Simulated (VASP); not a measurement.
A run of VASP 6.6.1 is set up as follows.

Contents of INCAR:

```
SYSTEM = ZrB
PREC = Accurate
ENCUT = 520
EDIFF = 1E-6
ISMEAR = 0
SIGMA = 0.013000000000000001
LREAL = .FALSE.
LASPH = .TRUE.
NELM = 80
ALGO = Normal
ISIF = 2
LWAVE = .FALSE.
LCHARG = .TRUE.
GGA = PE
LELF = .TRUE.
LVHAR = .TRUE.
NBANDS = 14
```

File KPOINTS:

```
regular mesh
0
G
  10 10 10
  0 0 0
```

Contents of POSCAR:

```
ZrB
1.0
    0.0000000000      2.3250000000      2.3250000000
    2.3250000000      0.0000000000      2.3250000000
    2.3250000000      2.3250000000      0.0000000000
Zr B
1 1
Direct
    0.0000000000      0.0000000000      0.0000000000
    0.5000000000      0.5000000000      0.5000000000
```

Potentials or basis: VASP PAW PBE potentials, release 64 (Zr_sv, B).

Command:

```bash
$ cat potpaw_PBE.64/Zr_sv/POTCAR potpaw_PBE.64/B/POTCAR > POTCAR
$ mpirun -np 1 vasp_std > vasp.out
```

(1) Predict the pressure.

Results:

(1) 34.6 GPa.
